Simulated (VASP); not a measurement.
# CuO (Tenorite) (C2/c) in VASP: single point with PBE

Aim: the single point of CuO (Tenorite) with PBE.

All numbers are computed with VASP 6.6.1; they aren't measurements. Logs are shortened: lines on timing, memory, paths and dates and some standing lists are left out, and cuts for length are marked.

**1. The cell of the first run**

The typed cell holds 4 atoms: a = 2.948 Å, b = 2.948 Å, c = 5.157 Å, α = 90.01°, β = 90.01°, γ = 89.81°.

**2. Single point, PBE**

INCAR reads:

```
ALGO = Normal
EDIFF = 1E-6
ENCUT = 520
GGA = PE
ISIF = 2
ISMEAR = -1
LASPH = True
LCHARG = True
LELF = True
LREAL = False
LVHAR = True
LWAVE = False
NBANDS = 25
NELM = 60
PREC = Accurate
SIGMA = 0.1
```

KPOINTS reads:

```
k-points
0
Gamma
  7 7 4
```

POSCAR reads:

```
CuO
1.0
    2.0815547683     -2.0810629737      0.1628591608
    2.0815547683      2.0810629737      0.1628591608
   -0.4038082226      0.0000000000      5.1412332982
Cu O
2 2
Direct
    0.0000000000      0.5000000000      0.0000000000
    0.5000000000      0.0000000000      0.5000000000
    0.5000843106      0.4999156894      0.2500000000
    0.4999156894      0.5000843106      0.7500000000
```

Potentials or basis: VASP PAW PBE potentials, release 64 (Cu, O).

Started as:

```sh
cat potpaw_PBE.64/Cu/POTCAR potpaw_PBE.64/O/POTCAR > POTCAR
mpirun -np 1 vasp_std > vasp.out
```

OUTCAR:

```text
EDIFF = 1E-6
   ENCUT = 520
   GGA = PE
   ISIF = 2
   ISMEAR = -1
   LASPH = True
   LREAL = False
   NELM = 60
   PREC = Accurate

 ion  position               nearest neighbor table
   1  0.000  0.500  0.000-   3 1.96   4 1.96   4 1.96   3 1.96
   2  0.500  0.000  0.500-   4 1.96   3 1.96   4 1.96   3 1.96
   3  0.500  0.500  0.250-   2 1.96   1 1.96   2 1.96   1 1.96
   4  0.500  0.500  0.750-   1 1.96   2 1.96   2 1.96   1 1.96

  LATTYP: Found a base centered monoclinic cell.
 ALAT       =     4.1758320654
 B/A-ratio  =     0.9967177516
 C/A-ratio  =     1.2349795210
 COS(beta)  =    -0.0003020185

  Lattice vectors:

 A1 = (   2.0815547683,  -2.0810629737,   0.1628591608)
 A2 = (   2.0815547683,   2.0810629737,   0.1628591608)
 A3 = (  -0.4038082226,   0.0000000000,   5.1412332982)

Analysis of symmetry for initial positions (statically):
=====================================================================
 Subroutine PRICEL returns:
 Original cell was already a primitive cell.

 Routine SETGRP: Setting up the symmetry group for a
 base centered monoclinic supercell.

 Subroutine GETGRP returns: Found  4 space group operations
 (whereof  2 operations were pure point group operations)
 out of a pool of  4 trial point group operations.

The static configuration has the point symmetry S_2 .
 The point group associated with its full space group is C_2h.

Analysis of symmetry for dynamics (positions and initial velocities):
=====================================================================
 Subroutine PRICEL returns:
 Original cell was already a primitive cell.

 Routine SETGRP: Setting up the symmetry group for a
 base centered monoclinic supercell.

 Subroutine GETGRP returns: Found  4 space group operations
 (whereof  2 operations were pure point group operations)
 out of a pool of  4 trial point group operations.

The dynamic configuration has the point symmetry S_2 .
 The point group associated with its full space group is C_2h.

 Subroutine INISYM returns: Found  4 space group operations
 (whereof  2 operations are pure point group operations),
 and found     1 'primitive' translations

----------------------------------------------------------------------------------------

                                     Primitive cell

  volume of cell :      44.8158

  direct lattice vectors                    reciprocal lattice vectors
     2.081554768 -2.081062974  0.162859161     0.238737986 -0.240261831  0.018751213
[... 84 lines left out ...]
   ISPIN  =      1    spin polarized calculation?
   LNONCOLLINEAR =      F non collinear calculations
   LSORBIT =      F    spin-orbit coupling
   LASPH  =      T    aspherical Exc in radial PAW
   ENCUT  =  520.0 eV  38.22 Ry    6.18 a.u.   5.48  5.48  9.59*2*pi/ulx,y,z
   NELM   =     60;   NELMIN=  2; NELMDL= -5     # of ELM steps
   EDIFF  = 0.1E-05   stopping-criterion for ELM
   LREAL  =      F    real-space projection
   EDIFFG = 0.1E-04   stopping-criterion for IOM
   NSW    =      0    number of steps for IOM
   IBRION =     -1    ionic relax: 0-MD 1-quasi-New 2-CG
   NFREE  =      0    steps in history (QN), initial steepest desc. (CG)
   ISIF   =      2    stress and relaxation
   ISYM   =      2    0-nonsym 1-usesym 2-fastsym
   POTIM  = 0.5000    time-step for ionic-motion
   TEBEG  =    0.0;   TEEND  =   0.0 temperature during run
   PSTRESS=    0.0 pullay stress
   NELECT =      34.0000    total number of electrons
   NUPDOWN=      -1.0000    fix difference up-down
   EMIN   =  10.00;   EMAX   =-10.00  energy-range for DOS
   EFERMI =   0.00;   METHOD = LEGACY
   ISMEAR =    -1;   SIGMA  =   0.10  broadening in eV -4-tet -1-fermi 0-gaus
   EFERMI_NEDOS =   21; number of points for ismear=-14 and -15
   IALGO  =     38    algorithm
   IMIX   =      4    mixing-type and parameters
     AMIX     =   0.40;   BMIX     =  1.00
     AMIX_MAG =   1.60;   BMIX_MAG =  1.00
  volume/ion in A,a.u.               =      11.20        75.61
  Fermi-wavevector in a.u.,A,eV,Ry     =   1.493107  2.821562 30.332382  2.229367
  Thomas-Fermi vector in A             =   2.605549
   LORBIT       =      0    0 simple, 1 ext, 2 COOP (PROOUT), +10 PAW based schemes
   GGA     = PE    functional components
   LHFCALC =     F    Hartree Fock is set to
   AEXX    =    0.0000 exact exchange contribution
   IVDW    =     0    specifies the selected vdW correction
   LEPSILON=     F    determine dielectric tensor
   LRPA    =     F    only Hartree local field effects (RPA)
 non-spin polarized calculation
  energy-cutoff  :      520.00
  volume of cell :       44.82
 maximum number of plane-waves:      1236
 NGX is ok and might be reduce to    24
   NGX = 11   NGY = 11   NGZ = 19

 number of electron      34.0000018 magnetization

 Free energy of the ion-electron system (eV)
  ---------------------------------------------------
  ext. energy  EPLUGINS =         0.00000000
  ---------------------------------------------------
  free energy    TOTEN  =       -19.77085567 eV

  energy without entropy =      -19.70299577  energy(sigma->0) =      -19.73692572

 E-fermi :   4.7644     XC(G=0): -11.2538

 val. band max:        4.7505026556   @ k =  -0.1429   0.0000   0.2500
 cond. band min:       4.7930867791   @ k =  -0.2857   0.1429   0.5000
 fundamental gap:      0.0425841234
 Fermi energy:         4.7643662981

 k-point     1 :       0.0000    0.0000    0.0000
  band No.  band energies     occupation
      1     -14.9435      2.00000
      2     -13.6558      2.00000
      3      -3.2369      2.00000
      4      -0.5991      2.00000
      5      -0.5924      2.00000
      6       1.0809      2.00000
[... 661 lines left out ...]
     24      17.7349      0.00000
     25      19.4205      0.00000

 [... further k-points ...]
[... 5 lines left out ...]
  --------------------------------------------------------------------------------------
  -------------------------------------------------------------------------------------
  Total        0.1253388      0.1369876      0.2279410      0.0000000      0.0000000     -0.0072900
  in kB        4.4808973      4.8973472      8.1489559      0.0000000      0.0000000     -0.2606190
  external PRESSURE =       5.8424001 kB  Pullay stress =       0.0000000 kB

 VOLUME and BASIS-vectors are now :
 -----------------------------------------------------------------------------
  energy-cutoff  :      520.00
  volume of cell :       44.82
      direct lattice vectors                 reciprocal lattice vectors
     2.081554768 -2.081062974  0.162859161     0.238737986 -0.240261831  0.018751213
     2.081554768  2.081062974  0.162859161     0.238737986  0.240261831  0.018751213
    -0.403808223  0.000000000  5.141233298    -0.015125035  0.000000000  0.193317893

 POSITION                                       TOTAL-FORCE (eV/Angst)
 -----------------------------------------------------------------------------------
      1.04078      1.04053      0.08143         0.000000      0.000000     -0.000000
      0.83887     -1.04053      2.65205         0.000000      0.000000     -0.000000
      1.98060     -0.00035      1.44817        -0.000000      0.000141     -0.000000
      1.77870      0.00035      4.01878        -0.000000     -0.000141      0.000000
 -----------------------------------------------------------------------------------
    total drift:                                0.000000     -0.000000     -0.000000

  FREE ENERGIE OF THE ION-ELECTRON SYSTEM (eV)
  ---------------------------------------------------
  free  energy   TOTEN  =       -19.7708556714 eV

  energy  without entropy=      -19.7029957749  energy(sigma->0) =      -19.73692572
```

Run time: 47 s. Hardware: 1 thread of Intel Xeon Platinum 8488C (Sapphire Rapids), shared host; peak memory 0.19 GiB.

What came out:

```
Free energy            : -19.7709 eV
Pressure               : 0.6 GPa
Band gap on the k mesh : zero (band 17 reaches 5.42 eV, above the bottom of band 18 at 4.27 eV)
```

Caveat: semilocal functionals often make such compounds metallic where correlation or magnetic order opens a gap, which also shifts bond lengths.
